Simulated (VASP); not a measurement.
A run of VASP 6.6.1:

Contents of INCAR:

```
SYSTEM = Sb
PREC = Accurate
ENCUT = 500
EDIFF = 1E-6
ISMEAR = -1
SIGMA = 0.1
LREAL = .FALSE.
LASPH = .TRUE.
NELM = 120
ALGO = Normal
ISIF = 2
LWAVE = .FALSE.
LCHARG = .FALSE.
GGA = RE
NBANDS = 8
GGA_COMPAT = .FALSE.
```

Contents of KPOINTS:

```
Automatic mesh
0
G
  11 11 11
  0 0 0
```

File POSCAR:

```
Sb
1.0
    3.1227999760      0.0000000000      0.0000000000
    0.0000000000      3.1227999760      0.0000000000
    0.0000000000      0.0000000000      3.1227999760
Sb
1
Direct
    0.0000000000      0.0000000000      0.0000000000
```

Potentials or basis: VASP PAW PBE potentials, release 64 (Sb).

Command:

```console
$ cat potpaw_PBE.64/Sb/POTCAR > POTCAR
$ mpirun -np 1 vasp_std > vasp.out
```

Hardware: 1 thread of Intel Xeon 6975P-C (shared host).

Problem. Estimate the wall time of this run.

Solution. Wall time 6.2 s on 1 thread of Intel Xeon 6975P-C, with other jobs on the host, peak memory 0.14 GiB. Counts: scf iterations 11, k points 56.
